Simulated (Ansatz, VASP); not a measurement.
## Two plane-wave programs on MnS

```
Mn S
1.0
     0.00000    2.54312   -2.54312
     0.00000    2.54312    2.54312
     5.08625    0.00000    0.00000
Mn S
2 2
Direct
  0.00000 0.00000 0.00000
  0.50000 0.50000 0.50000
  0.00000 0.00000 0.50000
  0.50000 0.50000 0.00000
```

Alike in both runs: task single point; functional PBE; k mesh 8 × 8 × 6; occupations gaussian, width 0.05 eV; collinear spin.

```csv
,VASP,Ansatz
version,VASP 6.6.1,Ansatz 0.2.0
potentials or method,"VASP PAW PBE potentials, release 64 (Mn_pv, S), cutoff 520 eV","scalar-relativistic, plane waves, PAW"
valence electrons in the cell,38,42
```

|  | VASP | Ansatz | Ansatz less VASP |
| --- | --- | --- | --- |
| gap on the k mesh at the Fermi level (eV) | none | none | - |
| pressure (GPa) | 1.8 | 1.8 | -0.01 |
| net moment per atom (μB) | 0.00 | 0.00 | 0.000 |
| size of the moment on the site where the two differ most (μB) | 4.14 | 4.06 | -0.080 |

Site moments also hang on the region over which each program counts them. A gap of «none» marks a metal or a gap that the smearing closes. VASP's potentials hold 38 valence electrons a cell and Ansatz's 42, so a difference there can come from the potentials and not from the codes.
